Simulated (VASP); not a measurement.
# Pd (Fm-3m) in VASP: further runs

Pd is run at these levels: LDA; tasks: relaxation of cell and atoms.

Program: VASP 6.6.1. These are calculated values, not measurements. Logs are shortened: lines on timing, memory, paths and dates and some standing lists are left out, and cuts for length are marked.

## Step 1: The cell of the first run

It takes space group Fm-3m (No. 225, cubic). The conventional cell has a = 3.842 Å, b = 3.842 Å, c = 3.842 Å, α = 90.00°, β = 90.00°, γ = 90.00°. Within 3.6 Å of Pd (site symmetry m-3m) lie 12 Pd at 2.72 Å.

## Step 2: Relaxation of cell and atoms, LDA, target pressure 10 GPa, at which the enthalpy is minimised

The input, INCAR:

```
SYSTEM = Pd
ALGO = Normal
EDIFF = 1E-7
EDIFFG = -0.002
ENCUT = 600
IBRION = 2
ISIF = 3
ISMEAR = -1
LASPH = .True.
LCHARG = .False.
LREAL = .False.
LWAVE = .False.
NELM = 60
NSW = 100
PREC = Accurate
PSTRESS = 100.0
SIGMA = 0.1
```

The input, KPOINTS:

```
k-points
0
Gamma
  24 24 24
  0 0 0
```

The input, POSCAR:

```
Pd
1.0
    0.0000000000      1.9208712848      1.9208712848
    1.9208712848      0.0000000000      1.9208712848
    1.9208712848      1.9208712848      0.0000000000
Pd
1
Direct
    0.0000000000      0.0000000000      0.0000000000
```

Potentials or basis: VASP PAW LDA potentials, release 64 (Pd).

Run with:

```sh
$ cat potpaw_LDA.64/Pd/POTCAR > POTCAR
$ mpirun -np 1 vasp_std > vasp.out
```

OUTCAR:

```text
SYSTEM = Pd
   EDIFF = 1E-7
   EDIFFG = -0.002
   ENCUT = 600
   IBRION = 2
   ISIF = 3
   ISMEAR = -1
   LASPH = .True.
   LREAL = .False.
   NELM = 60
   NSW = 100
   PREC = Accurate
   PSTRESS = 100.0

 ion  position               nearest neighbor table
   1  0.000  0.000  0.000-

  LATTYP: Found a face centered cubic cell.
 ALAT       =     3.8417425696

  Lattice vectors:

 A1 = (   0.0000000000,   1.9208712848,   1.9208712848)
 A2 = (   1.9208712848,   0.0000000000,   1.9208712848)
 A3 = (   1.9208712848,   1.9208712848,   0.0000000000)

Analysis of symmetry for initial positions (statically):
=====================================================================
 Subroutine PRICEL returns:
 Original cell was already a primitive cell.

 Routine SETGRP: Setting up the symmetry group for a
 face centered cubic supercell.

 Subroutine GETGRP returns: Found 48 space group operations
 (whereof 48 operations were pure point group operations)
 out of a pool of 48 trial point group operations.

The static configuration has the point symmetry O_h .

Analysis of symmetry for dynamics (positions and initial velocities):
=====================================================================
 Subroutine PRICEL returns:
 Original cell was already a primitive cell.

 Routine SETGRP: Setting up the symmetry group for a
 face centered cubic supercell.

 Subroutine GETGRP returns: Found 48 space group operations
 (whereof 48 operations were pure point group operations)
 out of a pool of 48 trial point group operations.

The dynamic configuration has the point symmetry O_h .

 Subroutine INISYM returns: Found 48 space group operations
 (whereof 48 operations are pure point group operations),
 and found     1 'primitive' translations

----------------------------------------------------------------------------------------

                                     Primitive cell

  volume of cell :      14.1751

  direct lattice vectors                    reciprocal lattice vectors
     0.000000000  1.920871285  1.920871285    -0.260298545  0.260298545  0.260298545
     1.920871285  0.000000000  1.920871285     0.260298545 -0.260298545  0.260298545
     1.920871285  1.920871285  0.000000000     0.260298545  0.260298545 -0.260298545

  length of vectors
     2.716522223  2.716522223  2.716522223     0.450850305  0.450850305  0.450850305

[... 90 lines left out ...]
   NUPDOWN=      -1.0000    fix difference up-down
   EMIN   =  10.00;   EMAX   =-10.00  energy-range for DOS
   EFERMI =   0.00;   METHOD = LEGACY
   ISMEAR =    -1;   SIGMA  =   0.10  broadening in eV -4-tet -1-fermi 0-gaus
   EFERMI_NEDOS =   21; number of points for ismear=-14 and -15
   IALGO  =     38    algorithm
   IMIX   =      4    mixing-type and parameters
     AMIX     =   0.40;   BMIX     =  1.00
     AMIX_MAG =   1.60;   BMIX_MAG =  1.00
  volume/ion in A,a.u.               =      14.18        95.66
  Fermi-wavevector in a.u.,A,eV,Ry     =   1.457359  2.754009 28.897352  2.123895
  Thomas-Fermi vector in A             =   2.574170
   LORBIT       =      0    0 simple, 1 ext, 2 COOP (PROOUT), +10 PAW based schemes
   GGA     = CA    functional components
   LHFCALC =     F    Hartree Fock is set to
   AEXX    =    0.0000 exact exchange contribution
   IVDW    =     0    specifies the selected vdW correction
   LEPSILON=     F    determine dielectric tensor
   LRPA    =     F    only Hartree local field effects (RPA)
 conjugate gradient relaxation of ions
 non-spin polarized calculation
  energy-cutoff  :      600.00
  volume of cell :       14.18
 maximum number of plane-waves:       495
 NGX is ok and might be reduce to    24
   NGX = 11   NGY = 11   NGZ = 11

--------------------------------------- Ionic step        1  -------------------------------------------

 number of electron      10.0000002 magnetization

 Free energy of the ion-electron system (eV)
  ---------------------------------------------------
  ext. energy  EPLUGINS =         0.00000000
  ---------------------------------------------------
  free energy    TOTEN  =        -6.52840449 eV

  energy without entropy =       -6.46803969  energy(sigma->0) =       -6.49822209

------------------------ aborting loop because EDIFF is reached ----------------------------------------

  FORCE on cell =-STRESS in cart. coord.  units (eV):
  Direction    XX          YY          ZZ          XY          YZ          ZX
  --------------------------------------------------------------------------------------
  -------------------------------------------------------------------------------------
  Total        0.0171743      0.0171743      0.0171743     -0.0000000      0.0000000      0.0000000
  in kB        1.9411717      1.9411717      1.9411717     -0.0000000      0.0000000      0.0000000
  external PRESSURE =     -98.0588283 kB  Pullay stress =     100.0000000 kB
[... 209 lines left out ...]
--------------------------------------- Ionic step        7  -------------------------------------------

 number of electron      10.0000000 magnetization

 Free energy of the ion-electron system (eV)
  ---------------------------------------------------
  ext. energy  EPLUGINS =         0.00000000
  ---------------------------------------------------
  free energy    TOTEN  =        -6.51182937 eV

  energy without entropy =       -6.45390999  energy(sigma->0) =       -6.48286968

 E-fermi :  11.0414     XC(G=0): -14.0034

 val. band max:       11.0408659545   @ k =   0.5000   0.2500   0.0417
 cond. band min:      11.0418925867   @ k =   0.3750   0.1250   0.0417
 fundamental gap:      0.0010266323
 Fermi energy:        11.0414100042

 k-point     1 :       0.0000    0.0000    0.0000
  band No.  band energies     occupation
      1       3.1370      2.00000
      2       7.7526      2.00000
      3       7.7526      2.00000
      4       7.7526      2.00000
      5       9.6199      2.00000
      6       9.6199      2.00000
      7      28.1309      0.00000
      8      33.3073      0.00000
      9      33.3073      0.00000
[... 265 lines left out ...]
 k-point    24 :       0.4583    0.0417    0.0000
  band No.  band energies     occupation
      1       5.0719      2.00000
      2       7.6837      2.00000
      3       7.7785      2.00000
      4      10.3068      1.99871
      5      10.9669      1.35637
      6      11.8421      0.00067
      7      19.5787      0.00000
      8      27.7174      0.00000
      9      32.5710      0.00000

 [... further k-points ...]

------------------------ aborting loop because EDIFF is reached ----------------------------------------

  FORCE on cell =-STRESS in cart. coord.  units (eV):
  Direction    XX          YY          ZZ          XY          YZ          ZX
  --------------------------------------------------------------------------------------
  -------------------------------------------------------------------------------------
  Total        0.8509003      0.8509003      0.8509003      0.0000000      0.0000000     -0.0000000
  in kB       99.9969060     99.9969060     99.9969060      0.0000000      0.0000000     -0.0000000
  external PRESSURE =      -0.0030940 kB  Pullay stress =     100.0000000 kB
[... 20 lines left out ...]
  energy  without entropy=       -6.4539099935  energy(sigma->0) =       -6.48286968

  enthalpy is  TOTEN    =        -5.6609027903 eV   P V=        0.8509265811

 reached required accuracy - stopping structural energy minimisation
```

CONTCAR:

```text
Pd
   1.00000000000000
     0.0000000000000000    1.8960839368579012    1.8960839368579012
     1.8960839368579012    0.0000000000000000    1.8960839368579012
     1.8960839368579012    1.8960839368579012    0.0000000000000000
  Pd
     1
Direct
     0.0000000000000000    0.0000000000000000    0.0000000000000000

  0.00000000E+00  0.00000000E+00  0.00000000E+00
```

It took 2.5 min on 1 thread of Intel Xeon Platinum 8488C (Sapphire Rapids), shared host; peak memory 0.2 GiB.

Results:

```yaml
Free_energy: -6.5118 eV
Relaxed_volume: 13.63 Å³/atom
Relaxed_cell: a = 2.681 Å, b = 2.681 Å, c = 2.681 Å, α = 60.00°, β = 60.00°, γ = 60.00°
Space_group_after_relaxing_to_0.1_Å: Fm-3m (No. 225)
Energy_change_on_relaxing_the_run_minimises_the_enthalpy: +16.6 meV/atom
Ionic_steps: 7
Pressure_after_relaxing: 10.0 GPa
Band_gap_on_the_k_mesh: zero (bands 5 and 6 overlap by 1.82 eV)
```

The path:
```csv
step,energy change (eV),largest force (eV/Å),pressure (GPa),volume (Å³)
1,0.0000,0.0000,0.19,14.18
2,0.1928,0.0000,41.17,12.47
3,0.0155,0.0000,9.66,13.65
4,0.0164,0.0000,9.95,13.64
5,0.0171,0.0000,10.15,13.63
6,0.0157,0.0000,9.72,13.65
7,0.0166,0.0000,10.00,13.63
```

Final structure:
```
Pd
1.0
     0.00000    1.89608    1.89608
     1.89608    0.00000    1.89608
     1.89608    1.89608    0.00000
Pd
1
Direct
  0.00000 0.00000 0.00000
```

Caveat: the cell is relaxed towards a set pressure, so the run minimises the enthalpy, not the energy.

## Step 3: Relaxation of cell and atoms, LDA, target pressure 15 GPa, at which the enthalpy is minimised

The input, INCAR:

```
SYSTEM = Pd
PREC = Accurate ; ENCUT = 600
EDIFF = 1E-6 ; ISMEAR = -1
SIGMA = 0.1 ; LREAL = .False.
LASPH = .True. ; NELM = 60
ALGO = Normal ; ISIF = 3
LWAVE = .False. ; LCHARG = .False.
GGA = CA ; IBRION = 2
NSW = 100 ; EDIFFG = -0.002
PSTRESS = 150.0
```

The input, KPOINTS:

```
Automatic mesh
0
Gamma
  24 24 24
  0 0 0
```

POSCAR is that of step 2.

Potentials or basis: VASP PAW LDA potentials, release 64 (Pd).

Run with:

```sh
$ cat potpaw_LDA.64/Pd/POTCAR > POTCAR
$ mpirun -np 1 vasp_std > vasp.out
```

Wall time 1.8 min (1 thread of Intel Xeon Platinum 8488C (Sapphire Rapids), shared host); peak memory 0.21 GiB.

The run converged. Its results:

```
Free energy                                                : -6.4937 eV
Relaxed volume                                             : 13.40 Å³/atom
Relaxed cell                                               : a = 2.666 Å, b = 2.666 Å, c = 2.666 Å, α = 60.00°, β = 60.00°, γ = 60.00°
Space group after relaxing (to 0.1 Å)                      : Fm-3m (No. 225)
Energy change on relaxing (the run minimises the enthalpy) : +34.7 meV/atom
Ionic steps                                                : 7
Pressure after relaxing                                    : 15.0 GPa
Band gap on the k mesh                                     : zero (bands 5 and 6 overlap by 1.88 eV)
```

The path:
```tsv
step	energy change (eV)	largest force (eV/Å)	pressure (GPa)	volume (Å³)
1	0.0000	0.0000	0.19	14.18
2	0.4828	0.0000	74.93	11.65
3	0.0311	0.0000	14.12	13.44
4	0.0340	0.0000	14.79	13.41
5	0.0354	0.0000	15.15	13.39
6	0.0334	0.0000	14.72	13.41
7	0.0347	0.0000	14.98	13.40
```

Final structure:
```
Pd
1.0
     0.00000    1.88524    1.88524
     1.88524    0.00000    1.88524
     1.88524    1.88524    0.00000
Pd
1
Direct
  0.00000 0.00000 0.00000
```

Levels at points of the mesh, in eV from the Fermi level:
| k point | band 3 | band 4 | band 5 | band 6 | band 7 | band 8 |
| --- | --- | --- | --- | --- | --- | --- |
| (0.00, 0.00, 0.00) | -3.38 | -3.38 | -1.46 | -1.46 | 17.08 | 22.36 |
| (0.50, 0.00, 0.00) | -3.44 | -0.04 | -0.04 | 0.69 | 8.04 | 16.48 |
| (0.50, 0.50, 0.00) | -0.06 | 0.33 | 0.33 | 3.21 | 11.74 | 13.55 |

Caveat: the cell is relaxed towards a set pressure, so the run minimises the enthalpy, not the energy. Zero-point motion and thermal expansion aren't in these numbers.
